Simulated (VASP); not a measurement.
# ZnSe (Fm-3m) in VASP: density of states with PBE

Aim: the density of states of ZnSe with PBE.

All numbers are computed with VASP 6.6.1; they aren't measurements. Logs are shortened: lines on timing, memory, paths and dates and some standing lists are left out, and cuts for length are marked.

## (1) The cell of the first run

It takes space group Fm-3m (No. 225, cubic). The conventional cell has a = 5.080 Å, b = 5.080 Å, c = 5.080 Å, α = 90.00°, β = 90.00°, γ = 90.00°. Within 3.4 Å of Zn (site symmetry m-3m) lie 6 Se at 2.54 Å. Within 3.4 Å of Se (site symmetry m-3m) lie 6 Zn at 2.54 Å.

## (2) Density of states, PBE

Contents of POSCAR:

```
ZnSe
1.0
    0.0000000000      2.5397770000      2.5397770000
    2.5397770000      0.0000000000      2.5397770000
    2.5397770000      2.5397770000      0.0000000000
Zn Se
1 1
Direct
    0.5000000000      0.5000000000      0.5000000000
    0.0000000000      0.0000000000      0.0000000000
```

Contents of INCAR.step1:

```
SYSTEM = ZnSe
  PREC = Accurate
  ENCUT = 400
  EDIFF = 1E-6
  ISMEAR = -1
  SIGMA = 0.0368
  LREAL = .False.
  LASPH = .True.
  NELM = 120
  ALGO = Normal
  ISIF = 2
  LWAVE = .False.
  LCHARG = .True.
  GGA = PE
  NBANDS = 16
  GGA_COMPAT = .False.
  NEDOS = 2001
  LORBIT = 11
```

Contents of KPOINTS.step1:

```
regular mesh
0
Gamma
  11 11 11
  0 0 0
```

Contents of INCAR.step2:

```
SYSTEM = ZnSe
  PREC = Accurate
  ENCUT = 400
  EDIFF = 1E-6
  ISMEAR = -5
  SIGMA = 0.0368
  LREAL = .False.
  LASPH = .True.
  NELM = 120
  ALGO = Normal
  ISIF = 2
  LWAVE = .False.
  LCHARG = .False.
  GGA = PE
  LORBIT = 11
  NBANDS = 16
  NEDOS = 2001
  ICHARG = 11
  GGA_COMPAT = .False.
```

Contents of KPOINTS.step2:

```
regular mesh
0
Gamma
  17 17 17
  0 0 0
```

Potentials or basis: VASP PAW PBE potentials, release 64 (Zn, Se).

Command:

```bash
$ cat potpaw_PBE.64/Zn/POTCAR potpaw_PBE.64/Se/POTCAR > POTCAR
$ cp INCAR.step1 INCAR
$ cp KPOINTS.step1 KPOINTS
$ mpirun -np 1 vasp_std > vasp.out
$ cp INCAR.step2 INCAR
$ cp KPOINTS.step2 KPOINTS
$ mpirun -np 1 vasp_std > vasp.out
```

OUTCAR:

```text
SYSTEM = ZnSe
   PREC = Accurate
   ENCUT = 400
   EDIFF = 1E-6
   ISMEAR = -5
   LREAL = .False.
   LASPH = .True.
   NELM = 120
   ISIF = 2
   GGA = PE
   LORBIT = 11
   ICHARG = 11

 ion  position               nearest neighbor table
   1  0.500  0.500  0.500-   2 2.54   2 2.54   2 2.54   2 2.54   2 2.54   2 2.54
   2  0.000  0.000  0.000-   1 2.54   1 2.54   1 2.54   1 2.54   1 2.54   1 2.54

  LATTYP: Found a face centered cubic cell.
 ALAT       =     5.0795540000

  Lattice vectors:

 A1 = (   0.0000000000,   2.5397770000,   2.5397770000)
 A2 = (   2.5397770000,   0.0000000000,   2.5397770000)
 A3 = (   2.5397770000,   2.5397770000,   0.0000000000)

Analysis of symmetry for initial positions (statically):
=====================================================================
 Subroutine PRICEL returns:
 Original cell was already a primitive cell.

 Routine SETGRP: Setting up the symmetry group for a
 face centered cubic supercell.

 Subroutine GETGRP returns: Found 48 space group operations
 (whereof 48 operations were pure point group operations)
 out of a pool of 48 trial point group operations.

The static configuration has the point symmetry O_h .

Analysis of symmetry for dynamics (positions and initial velocities):
=====================================================================
 Subroutine PRICEL returns:
 Original cell was already a primitive cell.

 Routine SETGRP: Setting up the symmetry group for a
 face centered cubic supercell.

 Subroutine GETGRP returns: Found 48 space group operations
 (whereof 48 operations were pure point group operations)
 out of a pool of 48 trial point group operations.

The dynamic configuration has the point symmetry O_h .

 Subroutine INISYM returns: Found 48 space group operations
 (whereof 48 operations are pure point group operations),
 and found     1 'primitive' translations

----------------------------------------------------------------------------------------

                                     Primitive cell

  volume of cell :      32.7655

  direct lattice vectors                    reciprocal lattice vectors
     0.000000000  2.539777000  2.539777000    -0.196867678  0.196867678  0.196867678
     2.539777000  0.000000000  2.539777000     0.196867678 -0.196867678  0.196867678
     2.539777000  2.539777000  0.000000000     0.196867678  0.196867678 -0.196867678

  length of vectors
     3.591787079  3.591787079  3.591787079     0.340984820  0.340984820  0.340984820
[... 89 lines left out ...]
   ISIF   =      2    stress and relaxation
   ISYM   =      2    0-nonsym 1-usesym 2-fastsym
   POTIM  = 0.5000    time-step for ionic-motion
   TEBEG  =    0.0;   TEEND  =   0.0 temperature during run
   PSTRESS=    0.0 pullay stress
   NELECT =      18.0000    total number of electrons
   NUPDOWN=      -1.0000    fix difference up-down
   EMIN   =  10.00;   EMAX   =-10.00  energy-range for DOS
   EFERMI =   0.00;   METHOD = LEGACY
   ISMEAR =    -5;   SIGMA  =   0.04  broadening in eV -4-tet -1-fermi 0-gaus
   EFERMI_NEDOS =   21; number of points for ismear=-14 and -15
   IALGO  =     38    algorithm
   IMIX   =      4    mixing-type and parameters
     AMIX     =   0.40;   BMIX     =  1.00
     AMIX_MAG =   1.60;   BMIX_MAG =  1.00
  volume/ion in A,a.u.               =      16.38       110.56
  Fermi-wavevector in a.u.,A,eV,Ry     =   1.340788  2.533722 24.459359  1.797712
  Thomas-Fermi vector in A             =   2.469073
   LORBIT       =     11    0 simple, 1 ext, 2 COOP (PROOUT), +10 PAW based schemes
   GGA     = PE    functional components
   LHFCALC =     F    Hartree Fock is set to
   AEXX    =    0.0000 exact exchange contribution
   IVDW    =     0    specifies the selected vdW correction
   LEPSILON=     F    determine dielectric tensor
   LRPA    =     F    only Hartree local field effects (RPA)
 non-spin polarized calculation
 Fermi weights with tetrahedron method with Bloechl corrections
  energy-cutoff  :      400.00
  volume of cell :       32.77
 maximum number of plane-waves:       609

 number of electron      17.9999989 magnetization

 Free energy of the ion-electron system (eV)
  ---------------------------------------------------
  ext. energy  EPLUGINS =         0.00000000
  ---------------------------------------------------
  free energy    TOTEN  =        -5.13384807 eV

  energy without entropy =       -5.13384807  energy(sigma->0) =       -5.13384807

 E-fermi :   4.7255     XC(G=0): -11.2218

 val. band max:        4.7795891667   @ k =  -0.3529   0.0588   0.0000
 cond. band min:       4.6757802208   @ k =   0.4706   0.4118   0.0588
 fundamental gap:     -0.1038089459
 Fermi energy:         4.7254754092

 k-point     1 :       0.0000    0.0000    0.0000
  band No.  band energies     occupation
      1     -10.3147      2.00000
      2      -2.2100      2.00000
      3      -2.2100      2.00000
      4      -2.1862      2.00000
      5      -2.1862      2.00000
      6      -2.1862      2.00000
[... 433 lines left out ...]
      3      -2.2724      2.00000
      4      -2.2209      2.00000
      5      -2.1624      2.00000
      6      -2.1482      2.00000
[... 8 lines left out ...]
     15      15.2282      0.00000
     16      15.6335      0.00000

 [... further k-points ...]

------------------------ aborting loop because EDIFF is reached ----------------------------------------

  FORCE on cell =-STRESS in cart. coord.  units (eV):
  Direction    XX          YY          ZZ          XY          YZ          ZX
  --------------------------------------------------------------------------------------
  -------------------------------------------------------------------------------------
  Total        3.6166407      3.6166407      3.6166407      0.0000000     -0.0000000      0.0000000
  in kB      176.8476093    176.8476093    176.8476093      0.0000000     -0.0000000      0.0000000
  external PRESSURE =     176.8476093 kB  Pullay stress =       0.0000000 kB

 VOLUME and BASIS-vectors are now :
 -----------------------------------------------------------------------------
  energy-cutoff  :      400.00
  volume of cell :       32.77
      direct lattice vectors                 reciprocal lattice vectors
     0.000000000  2.539777000  2.539777000    -0.196867678  0.196867678  0.196867678
     2.539777000  0.000000000  2.539777000     0.196867678 -0.196867678  0.196867678
     2.539777000  2.539777000  0.000000000     0.196867678  0.196867678 -0.196867678

 POSITION                                       TOTAL-FORCE (eV/Angst)
 -----------------------------------------------------------------------------------
      2.53978      2.53978      2.53978        -0.000000      0.000000     -0.000000
      0.00000      0.00000      0.00000         0.000000     -0.000000      0.000000
 -----------------------------------------------------------------------------------
    total drift:                               -0.000000     -0.000000      0.000000

  FREE ENERGIE OF THE ION-ELECTRON SYSTEM (eV)
  ---------------------------------------------------
  free  energy   TOTEN  =        -5.1338480702 eV

  energy  without entropy=       -5.1338480702  energy(sigma->0) =       -5.13384807

 total charge

# of ion       s       p       d       tot
------------------------------------------
    1        0.521   0.439   9.811  10.771
    2        1.458   2.457   0.047   3.961
--------------------------------------------------
tot          1.979   2.896   9.857  14.732
```

OSZICAR.step1:

```text
N       E                     dE             d eps       ncg     rms          rms(c)
DAV:   1     0.678524071796E+02    0.67852E+02   -0.74618E+03  1800   0.118E+03
DAV:   2    -0.224151840285E+01   -0.70094E+02   -0.66115E+02  2048   0.227E+02
DAV:   3    -0.543894682589E+01   -0.31974E+01   -0.31862E+01  2128   0.475E+01
DAV:   4    -0.545484468176E+01   -0.15898E-01   -0.15896E-01  2184   0.348E+00
DAV:   5    -0.545490268386E+01   -0.58002E-04   -0.58002E-04  2136   0.204E-01    0.612E+00
DAV:   6    -0.515919858039E+01    0.29570E+00   -0.54420E-01  2440   0.250E+01    0.463E+00
DAV:   7    -0.513661282989E+01    0.22586E-01   -0.13902E-01  2184   0.369E+00    0.195E+00
DAV:   8    -0.513544481749E+01    0.11680E-02   -0.30738E-03  2312   0.799E-01    0.594E-01
DAV:   9    -0.513526959382E+01    0.17522E-03   -0.99068E-04  2304   0.281E-01    0.569E-02
DAV:  10    -0.513528882021E+01   -0.19226E-04   -0.85697E-05  2216   0.773E-02    0.216E-02
DAV:  11    -0.513528949802E+01   -0.67781E-06   -0.11159E-05  2448   0.467E-02    0.287E-03
DAV:  12    -0.513528956327E+01   -0.65249E-07   -0.12571E-06  1608   0.109E-02
   1 F= -.51352896E+01 E0= -.51334972E+01  d E =-.358475E-02
```

Wall time 44 s (1 thread of Intel Xeon Platinum 8375C at 2.90GHz (Ice Lake), shared host); peak memory 0.18 GiB.

What came out:

```
Valence electrons inside the program's atomic spheres : Zn 10.77; Se 3.96
```

Levels at points of the mesh, in eV from the Fermi level:
| k point | band 5 | band 6 | band 7 | band 8 | band 9 | band 10 | band 11 | band 12 | band 13 | band 14 |
| --- | --- | --- | --- | --- | --- | --- | --- | --- | --- | --- |
| (0.00, 0.00, 0.00) | -6.91 | -6.91 | -0.54 | -0.54 | -0.54 | 1.92 | 8.69 | 8.69 | 8.69 | 10.73 |

Caveat: tetrahedron occupations give inexact forces and stress in metals.
